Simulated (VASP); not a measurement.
A run of VASP 6.6.1 is set up as follows.

The input INCAR:

```
SYSTEM = Ga
  PREC = Accurate
  ENCUT = 520
  EDIFF = 1E-7
  ISMEAR = -1
  SIGMA = 0.05
  LREAL = .FALSE.
  LASPH = .TRUE.
  NELM = 60
  ALGO = Normal
  ISIF = 2
  LWAVE = .FALSE.
  LCHARG = .FALSE.
  GGA = CA
  NBANDS = 12
```

KPOINTS

```
regular mesh
0
G
  16 16 16
  0 0 0
```

File POSCAR:

```
Ga
1.0
   -1.2506942736      1.2506942736      1.2506942736
    1.2506942736     -1.2506942736      1.2506942736
    1.2506942736      1.2506942736     -1.2506942736
Ga
1
Direct
    0.0000000000      0.0000000000      0.0000000000
```

Potentials or basis: VASP PAW LDA potentials, release 64 (Ga_d).

The run is started by

```bash
$ cat potpaw_LDA.64/Ga_d/POTCAR > POTCAR
$ mpirun -np 1 vasp_std > vasp.out
```

Question: What does it give for the pressure?

Answer: 347.6 GPa.
